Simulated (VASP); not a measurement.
Write the native input for VASP 6.6.1 that does the following.

| Property | Result |
| --- | --- |
| Task | single point |
| Functional | PBE |
| Potentials or basis | VASP PAW PBE potentials, release 64 (Sb) |
| Cutoff | 520 eV |
| k mesh | 9 × 9 × 9 |
| Occupations | fermi-dirac, width 0.05 eV |
| Spin | no spin polarisation |
| Dipole correction | no |
| Further INCAR settings | ALGO = Normal; EDIFF = 1e-06; NBANDS = 12 |

The structure of Sb lies in POSCAR:

```
Sb
1.0
    2.0860823220      1.2044001902      3.7440000000
   -2.0860823220      1.2044001902      3.7440000000
    0.0000000000     -2.4088003803      3.7440000000
Sb
2
Direct
    0.2336400000      0.2336400000      0.2336400000
    0.7663600000      0.7663600000      0.7663600000
```

This cell differs from its parent crystal: equal xx and yy strain of -3 %.

The input as run:

INCAR

```
SYSTEM = Sb
PREC = Accurate ; ENCUT = 520
EDIFF = 1E-6 ; ISMEAR = -1
SIGMA = 0.05 ; LREAL = .FALSE.
LASPH = .TRUE. ; NELM = 60
ALGO = Normal ; ISIF = 2
LWAVE = .FALSE. ; LCHARG = .FALSE.
GGA = PE ; NBANDS = 12
```

KPOINTS

```
regular mesh
0
G
  9 9 9
  0 0 0
```

Potentials or basis: VASP PAW PBE potentials, release 64 (Sb).

The run is started by

```sh
$ cat potpaw_PBE.64/Sb/POTCAR > POTCAR
$ mpirun -np 1 vasp_std > vasp.out
```

Results of the run:

The pressure is 7.9 GPa, the largest force is 0.631 eV/Å and the band gap on the k mesh is zero (bands 5 and 6 overlap by 0.24 eV).

Caveat: the cell differs from its parent crystal (equal xx and yy strain of -3 %); the cell stands under pressure; spin-orbit coupling is left out, which moves the levels of the heavy elements.

Run time: 78 s on 1 thread of Intel Xeon 8259CL, on a shared host, peak memory 0.22 GiB.
